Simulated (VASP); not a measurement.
Wanted: the native input for a VASP 6.6.1 run.

```
Task                   : single point
Functional             : LDA
Potentials or basis    : VASP PAW LDA potentials, release 64 (Sr_sv, O)
Cutoff                 : 520 eV
k mesh                 : 10 × 10 × 10
Occupations            : gaussian, width 0.01 eV
Spin                   : no spin polarisation
Dipole correction      : no
Further INCAR settings : ALGO = Normal; EDIFF = 1e-06; NBANDS = 15
```

The structure of SrO lies in POSCAR:

```
SrO
1.0
    0.0000000000      2.3188118479      2.3188118479
    2.3188118479      0.0000000000      2.3188118479
    2.3188118479      2.3188118479      0.0000000000
Sr O
1 1
Direct
    0.0000000000      0.0000000000      0.0000000000
    0.5000000000      0.5000000000      0.5000000000
```

These files were run (other wordings do the same):

INCAR

```
PREC     = Accurate       # precision mode
ENCUT    = 520            # plane-wave cutoff, eV
EDIFF    = 1E-6           # SCF threshold, eV
ISMEAR   = 0              # smearing method
SIGMA    = 0.01           # smearing width, eV
LREAL    = F              # projectors in reciprocal space
LASPH    = T              # aspherical terms in the spheres
NELM     = 80             # most SCF steps
ALGO     = Normal         # electronic algorithm
ISIF     = 2              # what is computed and relaxed
LWAVE    = F              # write WAVECAR
LCHARG   = F              # write CHGCAR
GGA      = CA             # functional
NBANDS   = 15             # bands
```

KPOINTS

```
Automatic mesh
0
Gamma
  10 10 10
```

Potentials or basis: VASP PAW LDA potentials, release 64 (Sr_sv, O).

Run with:

```sh
$ cat potpaw_LDA.64/Sr_sv/POTCAR potpaw_LDA.64/O/POTCAR > POTCAR
$ mpirun -np 1 vasp_std > vasp.out
```

Results of the run:

```
Pressure               : 52.7 GPa
Band gap on the k mesh : 2.08 eV, direct
```

Wall time 8.9 s on 1 thread of AMD EPYC 9R14 (Zen 4), with other jobs on the host, peak memory 0.11 GiB.
